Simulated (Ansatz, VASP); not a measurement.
One calculation of Ga, two programs

```xyz
2
Lattice="1.4784 -4.1447 0.0000 1.4784 4.1447 0.0000 0.0000 0.0000 3.2322" Properties=species:S:1:pos:R:3 pbc="T T T"
Ga    1.4784    3.0422    2.4241
Ga    1.4784   -3.0422    0.8080
```

Alike in both runs: task single point; functional r2SCAN; k mesh 10 × 10 × 8; occupations fermi-dirac, width 0.05 eV; no spin polarisation.

|  | VASP | Ansatz |
| --- | --- | --- |
| version | VASP 6.6.1 | Ansatz 0.2.0 |
| potentials or method | VASP PAW PBE potentials, release 64 (Ga_d) | Ansatz PAW |
| plane-wave cutoff (eV) | 520 | 500 |
| valence electrons in the cell | 26 | 26 |

Ansatz gave:

| Quantity | Value |
| --- | --- |
| gap on the k mesh at the Fermi level (eV) | none |
| pressure (GPa) | -4.3 |
| traceless stress, the component that is largest in VASP (GPa) | 1.43 |
| rms of the force components (eV/Å) | 0.131 |

Q: Estimate VASP's values.

A: gap on the k mesh at the Fermi level (eV): none; pressure (GPa): -4.3; traceless stress, the component that is largest in VASP (GPa): 1.35; rms of the force components (eV/Å): 0.126.

VASP's potentials were made for PBE, not for r2SCAN. Atom by atom the forces differ by 0.005 eV/Å (rms over components). A gap of «none» marks a metal or a gap that the smearing closes. The functional is the same, so the differences come from potentials, cutoffs and numerics.
